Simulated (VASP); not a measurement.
# HfZr2Se4 (C2/m) in VASP: single point with PBE

Aim: the single point of HfZr2Se4 with PBE.

Program: VASP 6.6.1. These are calculated values, not measurements. Logs are shortened: lines on timing, memory, paths and dates and some standing lists are left out, and cuts for length are marked.

### Step 1. The cell of the first run

Symmetry: C2/m, No. 12, monoclinic system. The conventional cell has a = 14.563 Å, b = 3.655 Å, c = 6.716 Å, α = 90.00°, β = 116.88°, γ = 90.00°. Within 3.5 Å of Zr (site symmetry m) lie 6 Se at 2.68 to 2.93 Å and 2 Zr at 3.29 Å and 1 Hf at 3.32 Å. Hf (site symmetry 2/m) has 6 Se at 2.66 to 2.73 Å and 2 Zr at 3.32 Å within 3.5 Å. Se (site symmetry m) has 2 Hf at 2.73 Å and 3 Zr at 2.83 to 2.93 Å within 3.6 Å. Within 3.5 Å of Se (site symmetry m) lie 1 Hf at 2.66 Å and 3 Zr at 2.68 to 2.70 Å.

### Step 2. Single point, PBE

The input, INCAR:

```
PREC = Accurate
ENCUT = 520
EDIFF = 1E-7
ISMEAR = 0
SIGMA = 0.15
LREAL = F
LASPH = T
NELM = 80
ALGO = Normal
ISIF = 2
LWAVE = F
LCHARG = F
GGA = PE
NBANDS = 38
```

The input, KPOINTS:

```
Automatic mesh
0
Gamma
  3 3 2
```

The input, POSCAR:

```
HfZr2Se4
1.0
    7.2813626684     -1.8272991960     -0.0205506035
    7.2813626684      1.8272991960     -0.0205506035
   -3.0197046152      0.0000000000      5.9992139215
Zr Hf Se
2 1 4
Direct
    0.2544586119      0.2544586119      0.3007254425
    0.7455413881      0.7455413881      0.6992745575
    0.0000000000      0.0000000000      0.0000000000
    0.3684413801      0.3684413801      0.0355265109
    0.6315586199      0.6315586199      0.9644734891
    0.1078027859      0.1078027859      0.4427283665
    0.8921972141      0.8921972141      0.5572716335
```

Potentials or basis: VASP PAW PBE potentials, release 64 (Zr_sv, Hf_pv, Se).

Command:

```console
$ cat potpaw_PBE.64/Zr_sv/POTCAR potpaw_PBE.64/Hf_pv/POTCAR potpaw_PBE.64/Se/POTCAR > POTCAR
$ mpirun -np 1 vasp_std > vasp.out
```

OUTCAR:

```text
PREC = Accurate
   ENCUT = 520
   EDIFF = 1E-7
   ISMEAR = 0
   LREAL = F
   LASPH = T
   NELM = 80
   ISIF = 2
   GGA = PE

 ion  position               nearest neighbor table
   1  0.254  0.254  0.301-   7 2.68   7 2.68   6 2.70   5 2.83   5 2.83   4 2.93   2 3.29   2 3.29
                             3 3.32
   2  0.746  0.746  0.699-   6 2.68   6 2.68   7 2.70   4 2.83   4 2.83   5 2.93   1 3.29   1 3.29
                             3 3.32
   3  0.000  0.000  0.000-   6 2.66   7 2.66   5 2.73   5 2.73   4 2.73   4 2.73   1 3.32   2 3.32

   4  0.368  0.368  0.036-   3 2.73   3 2.73   2 2.83   2 2.83   1 2.93
   5  0.632  0.632  0.964-   3 2.73   3 2.73   1 2.83   1 2.83   2 2.93
   6  0.108  0.108  0.443-   3 2.66   2 2.68   2 2.68   1 2.70
   7  0.892  0.892  0.557-   3 2.66   1 2.68   1 2.68   2 2.70

  LATTYP: Found a base centered monoclinic cell.
 ALAT       =    14.5627833378
 B/A-ratio  =     0.2509546635
 C/A-ratio  =     0.4611987224
 COS(beta)  =    -0.4521250812

  Lattice vectors:

 A1 = (   7.2813626684,  -1.8272991960,  -0.0205506035)
 A2 = (   7.2813626684,   1.8272991960,  -0.0205506035)
 A3 = (  -3.0197046152,   0.0000000000,   5.9992139215)

Analysis of symmetry for initial positions (statically):
=====================================================================
 Subroutine PRICEL returns:
 Original cell was already a primitive cell.

 Routine SETGRP: Setting up the symmetry group for a
 base centered monoclinic supercell.

 Subroutine GETGRP returns: Found  4 space group operations
 (whereof  4 operations were pure point group operations)
 out of a pool of  4 trial point group operations.

The static configuration has the point symmetry C_2h.

Analysis of symmetry for dynamics (positions and initial velocities):
=====================================================================
 Subroutine PRICEL returns:
 Original cell was already a primitive cell.

 Routine SETGRP: Setting up the symmetry group for a
 base centered monoclinic supercell.

 Subroutine GETGRP returns: Found  4 space group operations
 (whereof  4 operations were pure point group operations)
 out of a pool of  4 trial point group operations.

The dynamic configuration has the point symmetry C_2h.

 Subroutine INISYM returns: Found  4 space group operations
 (whereof  4 operations are pure point group operations),
 and found     1 'primitive' translations

----------------------------------------------------------------------------------------

                                     Primitive cell

  volume of cell :     159.4150

  direct lattice vectors                    reciprocal lattice vectors
     7.281362668 -1.827299196 -0.020550604     0.068766157 -0.273627877  0.034613448
     7.281362668  1.827299196 -0.020550604     0.068766157  0.273627877  0.034613448
    -3.019704615  0.000000000  5.999213921     0.000471124  0.000000000  0.166925645

  length of vectors
     7.507175700  7.507175700  6.716337070     0.284251808  0.284251808  0.166926310

  position of ions in fractional coordinates (direct lattice)
     0.254458612  0.254458612  0.300725443
     0.745541388  0.745541388  0.699274557
     0.000000000  0.000000000  0.000000000
     0.368441380  0.368441380  0.035526511
     0.631558620  0.631558620  0.964473489
     0.107802786  0.107802786  0.442728366
     0.892197214  0.892197214  0.557271634

  ion indices of the primitive-cell ions
   primitive index   ion index
                 1           1
                 2           2
                 3           3
                 4           4
                 5           5
                 6           6
                 7           7

----------------------------------------------------------------------------------------

 KPOINTS: Automatic mesh

Automatic generation of k-mesh.
 Grid dimensions read from file:
 generate k-points for:    3    3    2

 Generating k-lattice:

  Cartesian coordinates                     Fractional coordinates (reciprocal lattice)
     0.022922052 -0.091209292  0.011537816     0.333333333 -0.000000000 -0.000000000
     0.022922052  0.091209292  0.011537816    -0.000000000  0.333333333 -0.000000000
     0.000235562  0.000000000  0.083462823     0.000000000  0.000000000  0.500000000

  Length of vectors
     0.094750603  0.094750603  0.083463155

  Shift w.r.t. Gamma in fractional coordinates (k-lattice)
     0.000000000  0.000000000  0.000000000

 Subroutine IBZKPT returns following result:
 ===========================================

 Found      8 irreducible k-points:

 Following reciprocal coordinates:
            Coordinates               Weight
  0.000000  0.000000  0.000000      1.000000
  0.333333 -0.000000  0.000000      4.000000
  0.333333  0.333333  0.000000      2.000000
 -0.333333  0.333333  0.000000      2.000000
  0.000000  0.000000  0.500000      1.000000
  0.333333  0.000000  0.500000      4.000000
  0.333333  0.333333  0.500000      2.000000
 -0.333333  0.333333  0.500000      2.000000
   k-points           NKPTS =      8   k-points in BZ     NKDIM =      8   number of bands    NBANDS=     38
   number of dos      NEDOS =    301   number of ions     NIONS =      7
   total plane-waves  NPLWV = 156800
   dimension x,y,z NGX =    56 NGY =   56 NGZ =   50
   dimension x,y,z NGXF=   112 NGYF=  112 NGZF=  100
   ions per type =               2   1   4
   NGX,Y,Z   is equivalent  to a cutoff of  12.40, 12.40, 12.38 a.u.
   NGXF,Y,Z  is equivalent  to a cutoff of  24.80, 24.80, 24.75 a.u.
 SYSTEM =  unknown system
   PREC   = accura    normal or accurate (medium, high low for compatibility)
   ISTART =      0    job   : 0-new  1-cont  2-samecut
   ICHARG =      2    charge: 1-file 2-atom 10-const
   ISPIN  =      1    spin polarized calculation?
   LNONCOLLINEAR =      F non collinear calculations
   LSORBIT =      F    spin-orbit coupling
   LASPH  =      T    aspherical Exc in radial PAW
   ENCUT  =  520.0 eV  38.22 Ry    6.18 a.u.  13.96 13.96 12.49*2*pi/ulx,y,z
   NELM   =     80;   NELMIN=  2; NELMDL= -5     # of ELM steps
   EDIFF  = 0.1E-06   stopping-criterion for ELM
   LREAL  =      F    real-space projection
   EDIFFG = 0.1E-05   stopping-criterion for IOM
   NSW    =      0    number of steps for IOM
   IBRION =     -1    ionic relax: 0-MD 1-quasi-New 2-CG
   NFREE  =      0    steps in history (QN), initial steepest desc. (CG)
   ISIF   =      2    stress and relaxation
   ISYM   =      2    0-nonsym 1-usesym 2-fastsym
   POTIM  = 0.5000    time-step for ionic-motion
   TEBEG  =    0.0;   TEEND  =   0.0 temperature during run
   PSTRESS=    0.0 pullay stress
   NELECT =      58.0000    total number of electrons
   NUPDOWN=      -1.0000    fix difference up-down
   EMIN   =  10.00;   EMAX   =-10.00  energy-range for DOS
   EFERMI =   0.00;   METHOD = LEGACY
   ISMEAR =     0;   SIGMA  =   0.15  broadening in eV -4-tet -1-fermi 0-gaus
   EFERMI_NEDOS =   21; number of points for ismear=-14 and -15
   IALGO  =     38    algorithm
   IMIX   =      4    mixing-type and parameters
     AMIX     =   0.40;   BMIX     =  1.00
     AMIX_MAG =   1.60;   BMIX_MAG =  1.00
  volume/ion in A,a.u.               =      22.77       153.68
  Fermi-wavevector in a.u.,A,eV,Ry     =   1.168713  2.208547 18.584051  1.365889
  Thomas-Fermi vector in A             =   2.305196
   LORBIT       =      0    0 simple, 1 ext, 2 COOP (PROOUT), +10 PAW based schemes
   GGA     = PE    functional components
   LHFCALC =     F    Hartree Fock is set to
   AEXX    =    0.0000 exact exchange contribution
   IVDW    =     0    specifies the selected vdW correction
   LEPSILON=     F    determine dielectric tensor
   LRPA    =     F    only Hartree local field effects (RPA)
 non-spin polarized calculation
 Gauss-broadening in eV      SIGMA  =   0.15
  energy-cutoff  :      520.00
  volume of cell :      159.42
 maximum number of plane-waves:      4294
   NGX = 27   NGY = 27   NGZ = 25

 number of electron      57.9999999 magnetization

 Free energy of the ion-electron system (eV)
  ---------------------------------------------------
  ext. energy  EPLUGINS =         0.00000000
  ---------------------------------------------------
  free energy    TOTEN  =       -50.14571760 eV

  energy without entropy =      -50.11251712  energy(sigma->0) =      -50.12911736

 E-fermi :   6.3786     XC(G=0): -10.2551

 val. band max:        6.3585857665   @ k =   0.3333   0.3333   0.5000
 cond. band min:       6.4779693258   @ k =  -0.3333   0.3333   0.0000
 fundamental gap:      0.1193835593
 Fermi energy:         6.3786094160

 k-point     1 :       0.0000    0.0000    0.0000
  band No.  band energies     occupation
      1     -43.0370      2.00000
      2     -43.0011      2.00000
      3     -25.6183      2.00000
      4     -25.5638      2.00000
      5     -25.3953      2.00000
      6     -21.2604      2.00000
[... 30 lines left out ...]
     37       9.0893      0.00000
     38       9.3696      0.00000

 k-point     2 :       0.3333   -0.0000    0.0000
  band No.  band energies     occupation
      1     -43.0206      2.00000
      2     -43.0026      2.00000
      3     -25.6479      2.00000
      4     -25.6110      2.00000
      5     -25.3802      2.00000
      6     -21.2546      2.00000
[... 30 lines left out ...]
     37       9.2972      0.00000
     38       9.4494      0.00000

 k-point     3 :       0.3333    0.3333    0.0000
  band No.  band energies     occupation
      1     -43.0370      2.00000
      2     -43.0010      2.00000
      3     -25.6181      2.00000
      4     -25.5639      2.00000
      5     -25.3952      2.00000
      6     -21.2601      2.00000
[... 30 lines left out ...]
     37       9.2360      0.00000
[... 125 lines left out ...]
 k-point     7 :       0.3333    0.3333    0.5000
  band No.  band energies     occupation
      1     -43.0362      2.00000
      2     -43.0019      2.00000
      3     -25.6183      2.00000
      4     -25.5638      2.00000
      5     -25.3952      2.00000
      6     -21.2343      2.00000
[... 30 lines left out ...]
     37       9.2339      0.00000
     38       9.3720      0.00000

 k-point     8 :      -0.3333    0.3333    0.5000
  band No.  band energies     occupation
      1     -43.0202      2.00000
      2     -43.0030      2.00000
      3     -25.6479      2.00000
      4     -25.6110      2.00000
      5     -25.3802      2.00000
      6     -21.2606      2.00000
[... 30 lines left out ...]
     37       9.3646      0.00000
     38       9.4277      0.00000

------------------------ aborting loop because EDIFF is reached ----------------------------------------

  FORCE on cell =-STRESS in cart. coord.  units (eV):
  Direction    XX          YY          ZZ          XY          YZ          ZX
  --------------------------------------------------------------------------------------
  -------------------------------------------------------------------------------------
  Total       -0.2892169     -0.0358533     -0.1371113      0.0000000      0.0000000     -0.3131214
  in kB       -2.9067323     -0.3603387     -1.3780173      0.0000000      0.0000000     -3.1469808
  external PRESSURE =      -1.5483627 kB  Pullay stress =       0.0000000 kB

 VOLUME and BASIS-vectors are now :
 -----------------------------------------------------------------------------
  energy-cutoff  :      520.00
  volume of cell :      159.42
      direct lattice vectors                 reciprocal lattice vectors
     7.281362668 -1.827299196 -0.020550604     0.068766157 -0.273627877  0.034613448
     7.281362668  1.827299196 -0.020550604     0.068766157  0.273627877  0.034613448
    -3.019704615  0.000000000  5.999213921     0.000471124  0.000000000  0.166925645

 POSITION                                       TOTAL-FORCE (eV/Angst)
 -----------------------------------------------------------------------------------
      2.79751      0.00000      1.79366         0.015808      0.000000      0.014329
      8.74551      0.00000      4.16446        -0.015808      0.000000     -0.014329
      0.00000      0.00000      0.00000         0.000000     -0.000000      0.000000
      5.25823      0.00000      0.19799         0.004770      0.000000      0.025488
      6.28479      0.00000      5.76012        -0.004770      0.000000     -0.025488
      0.23299      0.00000      2.65159        -0.093577      0.000000      0.000987
     11.31003      0.00000      3.30652         0.093577      0.000000     -0.000987
 -----------------------------------------------------------------------------------
    total drift:                                0.000000      0.000000     -0.000000

  FREE ENERGIE OF THE ION-ELECTRON SYSTEM (eV)
  ---------------------------------------------------
  free  energy   TOTEN  =       -50.1457175994 eV

  energy  without entropy=      -50.1125171176  energy(sigma->0) =      -50.12911736
```

It took 63 s on 1 thread of Intel Xeon 6975P-C (Granite Rapids), shared host; peak memory 0.4 GiB.

What came out:

```yaml
Free_energy: -50.1457 eV
Pressure: -0.2 GPa
Largest_force: 0.094 eV/Å
Band_gap_on_the_k_mesh: zero (band 29 reaches 6.48 eV, above the bottom of band 30 at 6.18 eV)
```

Forces on the atoms (eV/Å):
```
Zr   0.016  0.000  0.014
Zr  -0.016  0.000 -0.014
Hf   0.000  0.000  0.000
Se   0.005  0.000  0.025
Se  -0.005  0.000 -0.025
Se  -0.094  0.000  0.001
Se   0.094  0.000 -0.001
```

Caveat: the k points lie up to 0.60 Å⁻¹ apart; spin-orbit coupling is left out, which moves the levels of the heavy elements.
